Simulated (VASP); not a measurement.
Write the native input for VASP 6.6.1 that does the following.

```yaml
Task: single point
Functional: LDA
Potentials_or_basis: VASP PAW LDA potentials, release 64 (Nb_sv)
Cutoff: 520 eV
k_mesh: 12 × 12 × 12
Occupations: fermi-dirac, width 0.136057 eV
Spin: no spin polarisation
Dipole_correction: no
Further_INCAR_settings: ALGO = Normal; EDIFF = 1e-06; NBANDS = 12
```

The structure of Nb lies in POSCAR:

```
Nb
1.0
    2.6573546732      0.0000000000      0.0000000000
    0.0000000000      2.6573546732      0.0000000000
    0.0000000000      0.0000000000      2.6573546732
Nb
1
Direct
    0.0000000000      0.0000000000      0.0000000000
```

The input as run:

INCAR

```
PREC = Accurate ; ENCUT = 520
EDIFF = 1E-6 ; ISMEAR = -1
SIGMA = 0.13605693000000002 ; LREAL = F
LASPH = T ; NELM = 80
ALGO = Normal ; ISIF = 2
LWAVE = F ; LCHARG = F
GGA = CA ; NBANDS = 12
```

KPOINTS

```
regular mesh
0
Gamma
  12 12 12
```

Potentials or basis: VASP PAW LDA potentials, release 64 (Nb_sv).

Run with:

```console
$ cat potpaw_LDA.64/Nb_sv/POTCAR > POTCAR
$ mpirun -np 1 vasp_std > vasp.out
```

It gave:

The pressure is 0.6 GPa.

It took 6.2 s on 1 thread of Intel Xeon 6975P-C (shared host), peak memory 0.13 GiB.
